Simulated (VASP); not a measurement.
# ZnSe in VASP: a series of runs

ZnSe is run at these levels: PBE; tasks: single point, relaxation of cell and atoms.

Everything below comes from runs of VASP 6.6.1. Logs are shortened: lines on timing, memory, paths and dates and some standing lists are left out, and cuts for length are marked.

### Step 1. The cell of the first run

The structure is cubic, space group F-43m (No. 216). Conventional cell: a = 5.733 Å, b = 5.733 Å, c = 5.733 Å, α = 90.00°, β = 90.00°, γ = 90.00°. Zn (site symmetry -43m) has 4 Se at 2.48 Å within 3.3 Å. Se (site symmetry -43m) has 4 Zn at 2.48 Å within 3.3 Å.

### Step 2. Single point, PBE

INCAR

```
ALGO = Normal ; EDIFF = 1E-7
ENCUT = 520 ; GGA = PE
ISIF = 2 ; ISMEAR = 0
LASPH = True ; LCHARG = False
LREAL = False ; LWAVE = False
NBANDS = 16 ; NELM = 60
PREC = Accurate ; SIGMA = 0.02
```

KPOINTS

```
k-points
0
Gamma
  8 8 8
```

POSCAR

```
ZnSe
1.0
    0.0000000000      2.8663936917      2.8663936917
    2.8663936917      0.0000000000      2.8663936917
    2.8663936917      2.8663936917      0.0000000000
Zn Se
1 1
Direct
    0.7500000000      0.7500000000      0.7500000000
    0.5000000000      0.5000000000      0.5000000000
```

Potentials or basis: VASP PAW PBE potentials, release 64 (Zn, Se).

Command:

```
> cat potpaw_PBE.64/Zn/POTCAR potpaw_PBE.64/Se/POTCAR > POTCAR
> mpirun -np 1 vasp_std > vasp.out
```

OUTCAR:

```text
EDIFF = 1E-7
   ENCUT = 520
   GGA = PE
   ISIF = 2
   ISMEAR = 0
   LASPH = True
   LREAL = False
   NELM = 60
   PREC = Accurate

 ion  position               nearest neighbor table
   1  0.750  0.750  0.750-   2 2.48   2 2.48   2 2.48   2 2.48
   2  0.500  0.500  0.500-   1 2.48   1 2.48   1 2.48   1 2.48

  LATTYP: Found a face centered cubic cell.
 ALAT       =     5.7327873834

  Lattice vectors:

 A1 = (   0.0000000000,   2.8663936917,   2.8663936917)
 A2 = (   2.8663936917,   0.0000000000,   2.8663936917)
 A3 = (   2.8663936917,   2.8663936917,   0.0000000000)

Analysis of symmetry for initial positions (statically):
[... 5 lines left out ...]
 face centered cubic supercell.

 Subroutine GETGRP returns: Found 24 space group operations
 (whereof 24 operations were pure point group operations)
 out of a pool of 48 trial point group operations.

The static configuration has the point symmetry T_d .

Analysis of symmetry for dynamics (positions and initial velocities):
[... 5 lines left out ...]
 face centered cubic supercell.

 Subroutine GETGRP returns: Found 24 space group operations
 (whereof 24 operations were pure point group operations)
 out of a pool of 48 trial point group operations.

The dynamic configuration has the point symmetry T_d .

 Subroutine INISYM returns: Found 24 space group operations
 (whereof 24 operations are pure point group operations),
 and found     1 'primitive' translations

----------------------------------------------------------------------------------------

                                     Primitive cell

  volume of cell :      47.1018

  direct lattice vectors                    reciprocal lattice vectors
     0.000000000  2.866393692  2.866393692    -0.174435215  0.174435215  0.174435215
     2.866393692  0.000000000  2.866393692     0.174435215 -0.174435215  0.174435215
     2.866393692  2.866393692  0.000000000     0.174435215  0.174435215 -0.174435215

  length of vectors
     4.053692834  4.053692834  4.053692834     0.302130655  0.302130655  0.302130655

  position of ions in fractional coordinates (direct lattice)
     0.750000000  0.750000000  0.750000000
     0.500000000  0.500000000  0.500000000

  ion indices of the primitive-cell ions
   primitive index   ion index
                 1           1
                 2           2

----------------------------------------------------------------------------------------

 KPOINTS: k-points

Automatic generation of k-mesh.
 Grid dimensions read from file:
 generate k-points for:    8    8    8

 Generating k-lattice:

  Cartesian coordinates                     Fractional coordinates (reciprocal lattice)
    -0.021804402  0.021804402  0.021804402     0.125000000  0.000000000  0.000000000
     0.021804402 -0.021804402  0.021804402     0.000000000  0.125000000  0.000000000
     0.021804402  0.021804402 -0.021804402     0.000000000  0.000000000  0.125000000

  Length of vectors
     0.037766332  0.037766332  0.037766332

  Shift w.r.t. Gamma in fractional coordinates (k-lattice)
     0.000000000  0.000000000  0.000000000

 Subroutine IBZKPT returns following result:
 ===========================================

 Found     29 irreducible k-points:

 Following reciprocal coordinates:
            Coordinates               Weight
  0.000000  0.000000  0.000000      1.000000
  0.125000  0.000000  0.000000      8.000000
  0.250000  0.000000  0.000000      8.000000
  0.375000  0.000000  0.000000      8.000000
  0.500000  0.000000  0.000000      4.000000
  0.125000  0.125000  0.000000      6.000000
[... 16 lines left out ...]
  0.500000  0.250000  0.125000     48.000000
 -0.375000  0.250000  0.125000     24.000000
 [... further k-points ...]
   k-points           NKPTS =     29   k-points in BZ     NKDIM =     29   number of bands    NBANDS=     16
   number of dos      NEDOS =    301   number of ions     NIONS =      2
   total plane-waves  NPLWV =  27000
   dimension x,y,z NGX =    30 NGY =   30 NGZ =   30
   dimension x,y,z NGXF=    60 NGYF=   60 NGZF=   60
   ions per type =               1   1
   NGX,Y,Z   is equivalent  to a cutoff of  12.30, 12.30, 12.30 a.u.
   NGXF,Y,Z  is equivalent  to a cutoff of  24.61, 24.61, 24.61 a.u.
 SYSTEM =  unknown system
   PREC   = accura    normal or accurate (medium, high low for compatibility)
   ISTART =      0    job   : 0-new  1-cont  2-samecut
   ICHARG =      2    charge: 1-file 2-atom 10-const
   ISPIN  =      1    spin polarized calculation?
   LNONCOLLINEAR =      F non collinear calculations
   LSORBIT =      F    spin-orbit coupling
   LASPH  =      T    aspherical Exc in radial PAW
   ENCUT  =  520.0 eV  38.22 Ry    6.18 a.u.   7.54  7.54  7.54*2*pi/ulx,y,z
   NELM   =     60;   NELMIN=  2; NELMDL= -5     # of ELM steps
   EDIFF  = 0.1E-06   stopping-criterion for ELM
   LREAL  =      F    real-space projection
   EDIFFG = 0.1E-05   stopping-criterion for IOM
   NSW    =      0    number of steps for IOM
   IBRION =     -1    ionic relax: 0-MD 1-quasi-New 2-CG
   NFREE  =      0    steps in history (QN), initial steepest desc. (CG)
   ISIF   =      2    stress and relaxation
   ISYM   =      2    0-nonsym 1-usesym 2-fastsym
   POTIM  = 0.5000    time-step for ionic-motion
   TEBEG  =    0.0;   TEEND  =   0.0 temperature during run
   PSTRESS=    0.0 pullay stress
   NELECT =      18.0000    total number of electrons
   NUPDOWN=      -1.0000    fix difference up-down
   EMIN   =  10.00;   EMAX   =-10.00  energy-range for DOS
   EFERMI =   0.00;   METHOD = LEGACY
   ISMEAR =     0;   SIGMA  =   0.02  broadening in eV -4-tet -1-fermi 0-gaus
   EFERMI_NEDOS =   21; number of points for ismear=-14 and -15
   IALGO  =     38    algorithm
   IMIX   =      4    mixing-type and parameters
     AMIX     =   0.40;   BMIX     =  1.00
     AMIX_MAG =   1.60;   BMIX_MAG =  1.00
  volume/ion in A,a.u.               =      23.55       158.93
  Fermi-wavevector in a.u.,A,eV,Ry     =   1.188009  2.245012 19.202800  1.411366
  Thomas-Fermi vector in A             =   2.324148
   LORBIT       =      0    0 simple, 1 ext, 2 COOP (PROOUT), +10 PAW based schemes
   GGA     = PE    functional components
   LHFCALC =     F    Hartree Fock is set to
   AEXX    =    0.0000 exact exchange contribution
   IVDW    =     0    specifies the selected vdW correction
   LEPSILON=     F    determine dielectric tensor
   LRPA    =     F    only Hartree local field effects (RPA)
 non-spin polarized calculation
 Gauss-broadening in eV      SIGMA  =   0.02
  energy-cutoff  :      520.00
  volume of cell :       47.10
 maximum number of plane-waves:      1287
   NGX = 15   NGY = 15   NGZ = 15

 number of electron      18.0000017 magnetization

 Free energy of the ion-electron system (eV)
  ---------------------------------------------------
  ext. energy  EPLUGINS =         0.00000000
  ---------------------------------------------------
  free energy    TOTEN  =        -6.03245218 eV

  energy without entropy =       -6.03245218  energy(sigma->0) =       -6.03245218

 E-fermi :   1.4108     XC(G=0):  -9.1658

 val. band max:        1.3250212341   @ k =   0.0000   0.0000   0.0000
 cond. band min:       2.4786451341   @ k =   0.0000   0.0000   0.0000
 fundamental gap:      1.1536239000
 Fermi energy:         1.4107789365

 k-point     1 :       0.0000    0.0000    0.0000
  band No.  band energies     occupation
      1     -11.7200      2.00000
      2      -5.1020      2.00000
      3      -5.1020      2.00000
      4      -5.1020      2.00000
      5      -4.7626      2.00000
      6      -4.7626      2.00000
[... 8 lines left out ...]
     15      12.7134      0.00000
     16      12.7134      0.00000

 k-point     2 :       0.1250    0.0000    0.0000
  band No.  band energies     occupation
      1     -11.6259      2.00000
      2      -5.0931      2.00000
      3      -5.0873      2.00000
      4      -5.0873      2.00000
      5      -4.7638      2.00000
      6      -4.7638      2.00000
[... 8 lines left out ...]
     15      11.9595      0.00000
     16      11.9799      0.00000

 k-point     3 :       0.2500    0.0000    0.0000
  band No.  band energies     occupation
      1     -11.3825      2.00000
      2      -5.0551      2.00000
      3      -5.0551      2.00000
      4      -5.0349      2.00000
      5      -4.7623      2.00000
      6      -4.7623      2.00000
[... 8 lines left out ...]
     15      11.7236      0.00000
     16      11.9817      0.00000

 k-point     4 :       0.3750    0.0000    0.0000
  band No.  band energies     occupation
      1     -11.1110      2.00000
      2      -5.0293      2.00000
      3      -5.0293      2.00000
      4      -4.8483      2.00000
      5      -4.7527      2.00000
      6      -4.7527      2.00000
[... 8 lines left out ...]
     15      12.7914      0.00000
     16      12.7914      0.00000

 k-point     5 :       0.5000    0.0000    0.0000
  band No.  band energies     occupation
      1     -10.9883      2.00000
      2      -5.0209      2.00000
      3      -5.0209      2.00000
      4      -4.7458      2.00000
      5      -4.7458      2.00000
      6      -4.6159      2.00000
[... 8 lines left out ...]
     15      14.2898      0.00000
     16      14.2898      0.00000

 k-point     6 :       0.1250    0.1250    0.0000
  band No.  band energies     occupation
      1     -11.5945      2.00000
      2      -5.1066      2.00000
      3      -5.0742      2.00000
      4      -5.0742      2.00000
      5      -4.7728      2.00000
      6      -4.7561      2.00000
[... 8 lines left out ...]
     15      12.4046      0.00000
     16      12.9306      0.00000
[... 267 lines left out ...]
 k-point    21 :       0.5000    0.5000    0.0000
  band No.  band energies     occupation
      1     -10.7405      2.00000
      2      -5.0532      2.00000
      3      -4.8700      2.00000
      4      -4.8700      2.00000
      5      -4.7184      2.00000
      6      -4.5958      2.00000
[... 8 lines left out ...]
     15      15.1518      0.00000
     16      15.5966      0.00000

 k-point    22 :       0.3750    0.2500    0.1250
  band No.  band energies     occupation
      1     -11.1926      2.00000
      2      -5.0544      2.00000
      3      -5.0068      2.00000
      4      -4.9776      2.00000
      5      -4.7747      2.00000
      6      -4.7399      2.00000
[... 8 lines left out ...]
     15      13.4701      0.00000
     16      14.5844      0.00000

 k-point    23 :       0.5000    0.2500    0.1250
  band No.  band energies     occupation
      1     -10.9665      2.00000
      2      -5.0106      2.00000
      3      -4.9843      2.00000
      4      -4.8555      2.00000
      5      -4.7506      2.00000
      6      -4.6990      2.00000
[... 8 lines left out ...]
     15      13.7620      0.00000
     16      14.8821      0.00000

 k-point    24 :      -0.3750    0.2500    0.1250
  band No.  band energies     occupation
      1     -10.8664      2.00000
      2      -5.0037      2.00000
      3      -4.9716      2.00000
      4      -4.7895      2.00000
      5      -4.7556      2.00000
      6      -4.5690      2.00000
[... 8 lines left out ...]
     15      13.9463      0.00000
     16      14.7372      0.00000

 [... further k-points ...]
[... 5 lines left out ...]
  --------------------------------------------------------------------------------------
  -------------------------------------------------------------------------------------
  Total        0.0580534      0.0580534      0.0580534      0.0000000      0.0000000     -0.0000000
  in kB        1.9746974      1.9746974      1.9746974      0.0000000      0.0000000     -0.0000000
  external PRESSURE =       1.9746974 kB  Pullay stress =       0.0000000 kB

 VOLUME and BASIS-vectors are now :
 -----------------------------------------------------------------------------
  energy-cutoff  :      520.00
  volume of cell :       47.10
      direct lattice vectors                 reciprocal lattice vectors
     0.000000000  2.866393692  2.866393692    -0.174435215  0.174435215  0.174435215
     2.866393692  0.000000000  2.866393692     0.174435215 -0.174435215  0.174435215
     2.866393692  2.866393692  0.000000000     0.174435215  0.174435215 -0.174435215

 POSITION                                       TOTAL-FORCE (eV/Angst)
 -----------------------------------------------------------------------------------
      4.29959      4.29959      4.29959        -0.000000     -0.000000     -0.000000
      2.86639      2.86639      2.86639         0.000000      0.000000      0.000000
 -----------------------------------------------------------------------------------
    total drift:                                0.000001      0.000001      0.000001

  FREE ENERGIE OF THE ION-ELECTRON SYSTEM (eV)
  ---------------------------------------------------
  free  energy   TOTEN  =        -6.0324521771 eV

  energy  without entropy=       -6.0324521771  energy(sigma->0) =       -6.03245218
```

Wall time 50 s (1 thread of Intel Xeon 6975P-C, shared host); peak memory 0.15 GiB.

What came out:

```
Free energy            : -6.0325 eV
Pressure               : 0.2 GPa
Band gap on the k mesh : 1.15 eV, direct
```

Levels at points of the mesh, in eV from the valence-band top:
| k point | band 5 | band 6 | band 7 | band 8 | band 9 | band 10 | band 11 | band 12 | band 13 | band 14 |
| --- | --- | --- | --- | --- | --- | --- | --- | --- | --- | --- |
| (0.00, 0.00, 0.00) | -6.09 | -6.09 | 0.00 | 0.00 | 0.00 | 1.15 | 5.81 | 5.81 | 5.81 | 9.80 |
| (0.50, 0.00, 0.00) | -6.07 | -5.94 | -5.01 | -0.82 | -0.82 | 2.48 | 6.38 | 6.38 | 8.48 | 10.81 |
| (0.50, 0.50, 0.00) | -6.04 | -5.92 | -4.61 | -2.07 | -2.07 | 3.06 | 3.46 | 10.49 | 11.01 | 11.01 |

(Continued in part 2 of 2.)
